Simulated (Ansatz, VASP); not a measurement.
**CdTe in VASP and in Ansatz**

Contents of INCAR:

```
SYSTEM = CdTe
PREC     = Accurate       ! precision mode
ENCUT    = 520            ! plane-wave cutoff, eV
EDIFF    = 1E-6           ! SCF threshold, eV
ISMEAR   = -1             ! smearing method
SIGMA    = 0.02           ! smearing width, eV
LREAL    = .FALSE.        ! projectors in reciprocal space
LASPH    = .TRUE.         ! aspherical terms in the spheres
NELM     = 60             ! most SCF steps
ALGO     = Normal         ! electronic algorithm
ISIF     = 2              ! what is computed and relaxed
LWAVE    = .FALSE.        ! write WAVECAR
LCHARG   = .FALSE.        ! write CHGCAR
GGA      = PE             ! functional
IBRION   = 2              ! ionic algorithm
NSW      = 80             ! ionic steps
EDIFFG   = -0.02          ! ionic threshold
```

KPOINTS

```
regular mesh
0
G
  12 12 12
  0 0 0
```

Contents of POSCAR:

```
CdTe
1.0
    0.0000000000      3.1400000000      3.1086000000
    3.1400000000      0.0000000000      3.1086000000
    3.1400000000      3.1400000000      0.0000000000
Cd Te
1 1
Direct
    0.0000000000      0.0000000000      0.0000000000
    0.2500000000      0.2500000000      0.2500000000
```

Input for Ansatz:

```yaml
crystal:
  lattice:
    - [0.0, 3.14, 3.1086]
    - [3.14, 0.0, 3.1086]
    - [3.14, 3.14, 0.0]
  atoms:
    - { symbol: Cd, position: [0.0, 0.0, 0.0] }
    - { symbol: Te, position: [0.25, 0.25, 0.25] }
kpoints:
  mp_grid: { grid: [12, 12, 12] }
scf:
  occupations: { method: fermi_dirac, width: 0.02 }
hamiltonian:
  xc: pbe
  pseudopotentials: { kind: paw }
output:
  forces: true
  stress: true
  populations: true
  efg: { contact_densities: true }
relax:
  f_tol: 0.02
  max_steps: 60
```

Change from the starting cell: z stretched by -1 %, ions relaxed.

Alike in both runs: task relaxation of the atoms; functional PBE; k mesh 12 × 12 × 12; occupations fermi-dirac, width 0.02 eV; no spin polarisation.

|  | VASP | Ansatz |
| --- | --- | --- |
| version | VASP 6.6.1 | Ansatz 0.2.0 |
| potentials or method | VASP PAW PBE potentials, release 64 (Cd, Te) | plane-wave PAW, scalar-relativistic |
| plane-wave cutoff (eV) | 520 | 420 |
| valence electrons in the cell | 18 | 36 |

|  | VASP | Ansatz | Ansatz less VASP |
| --- | --- | --- | --- |
| gap on the k mesh at the Fermi level, each at its own relaxed structure (eV) | 1.07 | 1.07 | -0.004 |

VASP's potentials hold 18 valence electrons a cell and Ansatz's 36, so a difference there can come from the potentials and not from the codes. Ansatz's warnings: stress scf threshold loose.

Spin-orbit coupling is off throughout. Noted on VASP's run: the relaxation stopped at its first step, so nothing moved.
